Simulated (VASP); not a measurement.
# Zr2O (P6_3/mmc) in VASP: relaxation of cell and atoms with PBEsol

Aim: the relaxation of cell and atoms of Zr2O with PBEsol.

Everything below comes from runs of VASP 6.6.1. Logs are shortened: lines on timing, memory, paths and dates and some standing lists are left out, and cuts for length are marked.

### Step 1. The cell of the first run

The structure is hexagonal, space group P6_3/mmc (No. 194). Conventional cell: a = 3.173 Å, b = 3.173 Å, c = 10.911 Å, α = 90.00°, β = 90.00°, γ = 120.00°. Within 3.2 Å of Zr (site symmetry 3m) lie 3 O at 2.36 Å and 10 Zr at 2.97 to 3.17 Å. O (site symmetry -6m2) has 6 Zr at 2.36 Å and 6 O at 3.17 Å within 3.2 Å.

### Step 2. Relaxation of cell and atoms, PBEsol

The input, INCAR:

```
  PREC = Accurate
  ENCUT = 600
  EDIFF = 1E-6
  ISMEAR = 0
  SIGMA = 0.1
  LREAL = False
  LASPH = True
  NELM = 80
  ALGO = Fast
  ISIF = 3
  LWAVE = False
  LCHARG = False
  GGA = PS
  IBRION = 2
  NSW = 80
  EDIFFG = -0.01
```

The input, KPOINTS:

```
Automatic mesh
0
Gamma
  12 12 4
```

The input, POSCAR:

```
Zr2O
1.0
    3.1728260571      0.0000000000      0.0000000000
   -1.5864130286      2.7477479672      0.0000000000
    0.0000000000      0.0000000000     10.9106566916
Zr O
4 2
Direct
    0.6666666667      0.3333333333      0.8859930852
    0.3333333333      0.6666666667      0.3859930852
    0.6666666667      0.3333333333      0.6140069148
    0.3333333333      0.6666666667      0.1140069148
    0.0000000000      0.0000000000      0.7500000000
    0.0000000000      0.0000000000      0.2500000000
```

Potentials or basis: VASP PAW PBE potentials, release 64 (Zr_sv, O).

The run is started by

```bash
$ cat potpaw_PBE.64/Zr_sv/POTCAR potpaw_PBE.64/O/POTCAR > POTCAR
$ mpirun -np 1 vasp_std > vasp.out
```

OUTCAR:

```text
PREC = Accurate
   ENCUT = 600
   EDIFF = 1E-6
   ISMEAR = 0
   LREAL = False
   LASPH = True
   NELM = 80
   ISIF = 3
   GGA = PS
   IBRION = 2
   NSW = 80
   EDIFFG = -0.01

 ion  position               nearest neighbor table
   1  0.667  0.333  0.886-   5 2.36   5 2.36   5 2.36   3 2.97   4 3.09   4 3.09   4 3.09
   2  0.333  0.667  0.386-   6 2.36   6 2.36   6 2.36   4 2.97   3 3.09   3 3.09   3 3.09
   3  0.667  0.333  0.614-   5 2.36   5 2.36   5 2.36   1 2.97   2 3.09   2 3.09   2 3.09
   4  0.333  0.667  0.114-   6 2.36   6 2.36   6 2.36   2 2.97   1 3.09   1 3.09   1 3.09
   5  0.000  0.000  0.750-   1 2.36   3 2.36   1 2.36   3 2.36   1 2.36   3 2.36
   6  0.000  0.000  0.250-   2 2.36   4 2.36   2 2.36   4 2.36   2 2.36   4 2.36

  LATTYP: Found a hexagonal cell.
 ALAT       =     3.1728260571
 C/A-ratio  =     3.4387818605

  Lattice vectors:

 A1 = (   3.1728260571,   0.0000000000,   0.0000000000)
 A2 = (  -1.5864130286,   2.7477479672,   0.0000000000)
 A3 = (   0.0000000000,   0.0000000000,  10.9106566916)

Analysis of symmetry for initial positions (statically):
=====================================================================
 Subroutine PRICEL returns:
 Original cell was already a primitive cell.

 Routine SETGRP: Setting up the symmetry group for a
 hexagonal supercell.

 Subroutine GETGRP returns: Found 24 space group operations
 (whereof 12 operations were pure point group operations)
 out of a pool of 24 trial point group operations.

The static configuration has the point symmetry D_3d.
 The point group associated with its full space group is D_6h.

Analysis of symmetry for dynamics (positions and initial velocities):
=====================================================================
 Subroutine PRICEL returns:
 Original cell was already a primitive cell.

 Routine SETGRP: Setting up the symmetry group for a
 hexagonal supercell.

 Subroutine GETGRP returns: Found 24 space group operations
 (whereof 12 operations were pure point group operations)
 out of a pool of 24 trial point group operations.

The dynamic configuration has the point symmetry D_3d.
 The point group associated with its full space group is D_6h.

 Subroutine INISYM returns: Found 24 space group operations
 (whereof 12 operations are pure point group operations),
 and found     1 'primitive' translations

----------------------------------------------------------------------------------------

                                     Primitive cell

  volume of cell :      95.1205

  direct lattice vectors                    reciprocal lattice vectors
     3.172826057  0.000000000  0.000000000     0.315176433  0.181967199  0.000000000
    -1.586413029  2.747747967  0.000000000     0.000000000  0.363934397  0.000000000
     0.000000000  0.000000000 10.910656692     0.000000000  0.000000000  0.091653512

  length of vectors
     3.172826057  3.172826057 10.910656692     0.363934397  0.363934397  0.091653512

  position of ions in fractional coordinates (direct lattice)
     0.666666667  0.333333333  0.885993085
     0.333333333  0.666666667  0.385993085
     0.666666667  0.333333333  0.614006915
     0.333333333  0.666666667  0.114006915
     0.000000000  0.000000000  0.750000000
     0.000000000  0.000000000  0.250000000

  ion indices of the primitive-cell ions
   primitive index   ion index
                 1           1
                 2           2
                 3           3
                 4           4
                 5           5
                 6           6

----------------------------------------------------------------------------------------

 KPOINTS: Automatic mesh

Automatic generation of k-mesh.
 Grid dimensions read from file:
 generate k-points for:   12   12    4

 Generating k-lattice:

  Cartesian coordinates                     Fractional coordinates (reciprocal lattice)
     0.026264703  0.015163933  0.000000000     0.083333333  0.000000000  0.000000000
     0.000000000  0.030327866  0.000000000     0.000000000  0.083333333  0.000000000
     0.000000000  0.000000000  0.022913378     0.000000000  0.000000000  0.250000000

  Length of vectors
     0.030327866  0.030327866  0.022913378

  Shift w.r.t. Gamma in fractional coordinates (k-lattice)
     0.000000000  0.000000000  0.000000000

 Subroutine IBZKPT returns following result:
 ===========================================

 Found     57 irreducible k-points:

 Following reciprocal coordinates:
            Coordinates               Weight
  0.000000  0.000000  0.000000      1.000000
  0.083333  0.000000  0.000000      6.000000
  0.166667  0.000000  0.000000      6.000000
  0.250000  0.000000  0.000000      6.000000
  0.333333  0.000000  0.000000      6.000000
  0.416667  0.000000  0.000000      6.000000
[... 16 lines left out ...]
  0.250000  0.000000  0.250000     12.000000
  0.333333  0.000000  0.250000     12.000000
 [... further k-points ...]
   k-points           NKPTS =     57   k-points in BZ     NKDIM =     57   number of bands    NBANDS=     36
   number of dos      NEDOS =    301   number of ions     NIONS =      6
   total plane-waves  NPLWV =  70560
   dimension x,y,z NGX =    28 NGY =   28 NGZ =   90
   dimension x,y,z NGXF=    56 NGYF=   56 NGZF=  180
   ions per type =               4   2
   NGX,Y,Z   is equivalent  to a cutoff of  14.67, 14.67, 13.71 a.u.
   NGXF,Y,Z  is equivalent  to a cutoff of  29.34, 29.34, 27.43 a.u.
 SYSTEM =  unknown system
   PREC   = accura    normal or accurate (medium, high low for compatibility)
   ISTART =      0    job   : 0-new  1-cont  2-samecut
   ICHARG =      2    charge: 1-file 2-atom 10-const
   ISPIN  =      1    spin polarized calculation?
   LNONCOLLINEAR =      F non collinear calculations
   LSORBIT =      F    spin-orbit coupling
   LASPH  =      T    aspherical Exc in radial PAW
   ENCUT  =  600.0 eV  44.10 Ry    6.64 a.u.   6.34  6.34 21.79*2*pi/ulx,y,z
   NELM   =     80;   NELMIN=  2; NELMDL= -5     # of ELM steps
   EDIFF  = 0.1E-05   stopping-criterion for ELM
   LREAL  =      F    real-space projection
   EDIFFG = -.1E-01   stopping-criterion for IOM
   NSW    =     80    number of steps for IOM
   IBRION =      2    ionic relax: 0-MD 1-quasi-New 2-CG
   NFREE  =      1    steps in history (QN), initial steepest desc. (CG)
   ISIF   =      3    stress and relaxation
   ISYM   =      2    0-nonsym 1-usesym 2-fastsym
   POTIM  = 0.5000    time-step for ionic-motion
   TEBEG  =    0.0;   TEEND  =   0.0 temperature during run
   PSTRESS=    0.0 pullay stress
   NELECT =      60.0000    total number of electrons
   NUPDOWN=      -1.0000    fix difference up-down
   EMIN   =  10.00;   EMAX   =-10.00  energy-range for DOS
   EFERMI =   0.00;   METHOD = LEGACY
   ISMEAR =     0;   SIGMA  =   0.10  broadening in eV -4-tet -1-fermi 0-gaus
   EFERMI_NEDOS =   21; number of points for ismear=-14 and -15
   IALGO  =     68    algorithm
   IMIX   =      4    mixing-type and parameters
     AMIX     =   0.40;   BMIX     =  1.00
     AMIX_MAG =   1.60;   BMIX_MAG =  1.00
  volume/ion in A,a.u.               =      15.85       106.98
  Fermi-wavevector in a.u.,A,eV,Ry     =   1.404000  2.653176 26.820037  1.971217
  Thomas-Fermi vector in A             =   2.526606
   LORBIT       =      0    0 simple, 1 ext, 2 COOP (PROOUT), +10 PAW based schemes
   GGA     = PS    functional components
   LHFCALC =     F    Hartree Fock is set to
   AEXX    =    0.0000 exact exchange contribution
   IVDW    =     0    specifies the selected vdW correction
   LEPSILON=     F    determine dielectric tensor
   LRPA    =     F    only Hartree local field effects (RPA)
 conjugate gradient relaxation of ions
 non-spin polarized calculation
 RMM-DIIS sequential band-by-band and
 Gauss-broadening in eV      SIGMA  =   0.10
  energy-cutoff  :      600.00
  volume of cell :       95.12
 maximum number of plane-waves:      3202
 NGX is ok and might be reduce to    28
   NGX = 13   NGY = 13   NGZ = 43

--------------------------------------- Ionic step        1  -------------------------------------------

 number of electron      59.9999993 magnetization

 Free energy of the ion-electron system (eV)
  ---------------------------------------------------
  ext. energy  EPLUGINS =         0.00000000
  ---------------------------------------------------
  free energy    TOTEN  =       -56.75005127 eV

  energy without entropy =      -56.73640581  energy(sigma->0) =      -56.74322854

------------------------ aborting loop because EDIFF is reached ----------------------------------------

  FORCE on cell =-STRESS in cart. coord.  units (eV):
  Direction    XX          YY          ZZ          XY          YZ          ZX
  --------------------------------------------------------------------------------------
  -------------------------------------------------------------------------------------
  Total        0.1637935      0.1637935      0.1715765     -0.0000000      0.0000000      0.0000000
  in kB        2.7588818      2.7588818      2.8899770     -0.0000000      0.0000000      0.0000000
  external PRESSURE =       2.8025802 kB  Pullay stress =       0.0000000 kB

 VOLUME and BASIS-vectors are now :
 -----------------------------------------------------------------------------
  energy-cutoff  :      600.00
  volume of cell :       95.12
      direct lattice vectors                 reciprocal lattice vectors
     3.172826057  0.000000000  0.000000000     0.315176433  0.181967199  0.000000000
    -1.586413029  2.747747967  0.000000000     0.000000000  0.363934397  0.000000000
     0.000000000  0.000000000 10.910656692     0.000000000  0.000000000  0.091653512
[... 41 lines left out ...]
 POSITION                                       TOTAL-FORCE (eV/Angst)
 -----------------------------------------------------------------------------------
      1.58850      0.91712      9.68042         0.000000      0.000000     -0.008270
     -0.00000      1.83424      4.21757         0.000000     -0.000000     -0.008270
      1.58850      0.91712      6.70814        -0.000000      0.000000      0.008270
     -0.00000      1.83424      1.24528        -0.000000     -0.000000      0.008270
     -0.00000      0.00000      8.19428         0.000000     -0.000000      0.000000
      3.17700     -0.00000      2.73143         0.000000      0.000000      0.000000
 -----------------------------------------------------------------------------------
    total drift:                               -0.000000     -0.000000      0.000000

  FREE ENERGIE OF THE ION-ELECTRON SYSTEM (eV)
  ---------------------------------------------------
  free  energy   TOTEN  =       -56.7499246879 eV

  energy  without entropy=      -56.7363469954  energy(sigma->0) =      -56.74313584

--------------------------------------- Ionic step        3  -------------------------------------------

 number of electron      59.9999993 magnetization

 Free energy of the ion-electron system (eV)
  ---------------------------------------------------
  ext. energy  EPLUGINS =         0.00000000
  ---------------------------------------------------
  free energy    TOTEN  =       -56.75019599 eV

  energy without entropy =      -56.73658141  energy(sigma->0) =      -56.74338870

 E-fermi :   9.8890     XC(G=0): -11.9114

 val. band max:        9.8822880089   @ k =   0.1667   0.0000   0.2500
 cond. band min:       9.8959189250   @ k =   0.1667   0.0833   0.0000
 fundamental gap:      0.0136309161
 Fermi energy:         9.8889866715

 k-point     1 :       0.0000    0.0000    0.0000
  band No.  band energies     occupation
      1     -38.8981      2.00000
      2     -38.8310      2.00000
      3     -38.7960      2.00000
      4     -38.7271      2.00000
      5     -17.7581      2.00000
      6     -17.2015      2.00000
[... 925 lines left out ...]
     35      12.3251      0.00000
     36      12.6723      0.00000

 [... further k-points ...]

------------------------ aborting loop because EDIFF is reached ----------------------------------------

  FORCE on cell =-STRESS in cart. coord.  units (eV):
  Direction    XX          YY          ZZ          XY          YZ          ZX
  --------------------------------------------------------------------------------------
  -------------------------------------------------------------------------------------
  Total        0.0045612      0.0045612     -0.0110423     -0.0000000      0.0000000      0.0000000
  in kB        0.0766962      0.0766962     -0.1856757     -0.0000000      0.0000000      0.0000000
  external PRESSURE =      -0.0107611 kB  Pullay stress =       0.0000000 kB

 VOLUME and BASIS-vectors are now :
 -----------------------------------------------------------------------------
  energy-cutoff  :      600.00
  volume of cell :       95.28
      direct lattice vectors                 reciprocal lattice vectors
     3.174607321 -0.000000000  0.000000000     0.314999589  0.181865097  0.000000000
    -1.587303661  2.749290587 -0.000000000     0.000000000  0.363730194  0.000000000
    -0.000000000  0.000000000 10.917073134    -0.000000000 -0.000000000  0.091599643

 POSITION                                       TOTAL-FORCE (eV/Angst)
 -----------------------------------------------------------------------------------
      1.58730      0.91643      9.67259         0.000000     -0.000000     -0.000927
     -0.00000      1.83286      4.21405         0.000000      0.000000     -0.000927
      1.58730      0.91643      6.70302        -0.000000     -0.000000      0.000927
     -0.00000      1.83286      1.24448        -0.000000      0.000000      0.000927
     -0.00000      0.00000      8.18780         0.000000     -0.000000      0.000000
     -0.00000      0.00000      2.72927        -0.000000      0.000000      0.000000
 -----------------------------------------------------------------------------------
    total drift:                                0.000000     -0.000000     -0.000000

  FREE ENERGIE OF THE ION-ELECTRON SYSTEM (eV)
  ---------------------------------------------------
  free  energy   TOTEN  =       -56.7501959876 eV

  energy  without entropy=      -56.7365814117  energy(sigma->0) =      -56.74338870

 reached required accuracy - stopping structural energy minimisation
```

It took 23 min on 1 thread of Oxide Virtual Turin-like, shared host; peak memory 0.35 GiB.

Results:

```yaml
Free_energy: -56.7502 eV
Relaxed_volume: 15.88 Å³/atom
Relaxed_cell: a = 3.175 Å, b = 3.175 Å, c = 10.917 Å, α = 90.00°, β = 90.00°, γ = 120.00°
Space_group_after_relaxing_to_0.1_Å: P6_3/mmc (No. 194)
Energy_gained_by_relaxing: 0.0 meV/atom
Ionic_steps: 3
Pressure_after_relaxing: 0.0 GPa
Band_gap_on_the_k_mesh: zero (bands 30 and 31 overlap by 1.28 eV)
```

Step by step:
```
step  energy change (eV)  largest force (eV/Å)  pressure (GPa)  volume (Å³)
   1              0.0000                0.0067            0.28        95.12
   2              0.0001                0.0083           -0.39        95.50
   3             -0.0001                0.0009            0.00        95.28
```

Final structure:
```
Zr O
1.0
     3.17461    0.00000    0.00000
    -1.58730    2.74929    0.00000
     0.00000    0.00000   10.91707
Zr O
4 2
Direct
  0.66667 0.33333 0.88601
  0.33333 0.66667 0.38601
  0.66667 0.33333 0.61399
  0.33333 0.66667 0.11399
  0.00000 0.00000 0.75000
  0.00000 0.00000 0.25000
```

Caveat: the PAW data sets were made with another functional, which shifts forces and pressure a little.
